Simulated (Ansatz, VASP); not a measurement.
One calculation of Pt, two programs

INCAR

```
ALGO     = Fast           # electronic algorithm
EDIFF    = 1E-6           # SCF threshold, eV
ENCUT    = 520            # plane-wave cutoff, eV
GGA      = CA             # functional
ISIF     = 2              # what is computed and relaxed
ISMEAR   = 0              # smearing method
LASPH    = T              # aspherical terms in the spheres
LCHARG   = F              # write CHGCAR
LREAL    = F              # projectors in reciprocal space
LWAVE    = F              # write WAVECAR
NBANDS   = 11             # bands
NELM     = 100            # most SCF steps
PREC     = Accurate       # precision mode
SIGMA    = 0.15           # smearing width, eV
```

File KPOINTS:

```
k-points
0
Gamma
  22 22 22
```

POSCAR

```
Pt
1.0
   -0.7190679788      1.6926978397      1.6926978397
    1.6926978397     -0.7190679788      1.6926978397
    1.6926978397      1.6926978397     -0.7190679788
Pt
1
Direct
    0.0000000000      0.0000000000      0.0000000000
```

Input for Ansatz:

```yaml
crystal:
  lattice:
    - [-0.7190679788, 1.6926978397, 1.6926978397]
    - [1.6926978397, -0.7190679788, 1.6926978397]
    - [1.6926978397, 1.6926978397, -0.7190679788]
  atoms:
    - { symbol: Pt, position: [0.0, 0.0, 0.0] }
basis:
  ecutwfc: 420
kpoints:
  mp_grid: { grid: [22, 22, 22] }
hamiltonian:
  xc: lda
  pseudopotentials: { kind: paw, azcp: { folder: soft_1 } }
scf:
  occupations: { method: gaussian, width: 0.15 }
output:
  forces: true
  stress: true
  eigenvalues: true
```

Alike in both runs: task single point; functional LDA; k mesh 22 × 22 × 22; occupations gaussian, width 0.15 eV; no spin polarisation.

```csv
,VASP,Ansatz
version,VASP 6.6.1,Ansatz 0.2.0
potentials or method,"VASP PAW LDA potentials, release 64 (Pt), cutoff 520 eV","scalar-relativistic, plane waves, PAW"
valence electrons in the cell,10,18
```

Ansatz gave:

- gap on the k mesh at the Fermi level (eV): none
- pressure (GPa): 25.3
- traceless stress, the component that is largest in VASP (GPa): -0.06

Which values does VASP return?

gap on the k mesh at the Fermi level (eV): none; pressure (GPa): 26.0; traceless stress, the component that is largest in VASP (GPa): 0.00.

Ansatz warns that its potentials were made for another functional, while VASP's fit it. LDA's correlation is that of Perdew and Zunger in VASP and of Perdew and Wang (1992) in Ansatz. A gap of «none» marks a metal or a gap that the smearing closes. VASP's potentials hold 10 valence electrons a cell and Ansatz's 18, so a difference there can come from the potentials and not from the codes.

Neither program's run includes spin-orbit coupling.
